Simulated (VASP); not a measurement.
Here is a VASP 6.6.1 calculation.

INCAR

```
SYSTEM = Al
PREC = Accurate ; ENCUT = 520
EDIFF = 1E-7 ; ISMEAR = -1
SIGMA = 0.05 ; LREAL = .False.
LASPH = .True. ; NELM = 100
ALGO = Normal ; ISIF = 2
LWAVE = .False. ; LCHARG = .False.
NBANDS = 8
```

KPOINTS

```
regular mesh
0
Gamma
  24 24 24
  0 0 0
```

POSCAR

```
Al
1.0
    0.0000000000      1.9444134793      1.9444134793
    1.9444134793      0.0000000000      1.9444134793
    1.9444134793      1.9444134793      0.0000000000
Al
1
Direct
    0.0000000000      0.0000000000      0.0000000000
```

Potentials or basis: VASP PAW LDA potentials, release 64 (Al).

Run with:

```sh
$ cat potpaw_LDA.64/Al/POTCAR > POTCAR
$ mpirun -np 1 vasp_std > vasp.out
```

Estimate the pressure.

7.1 GPa.
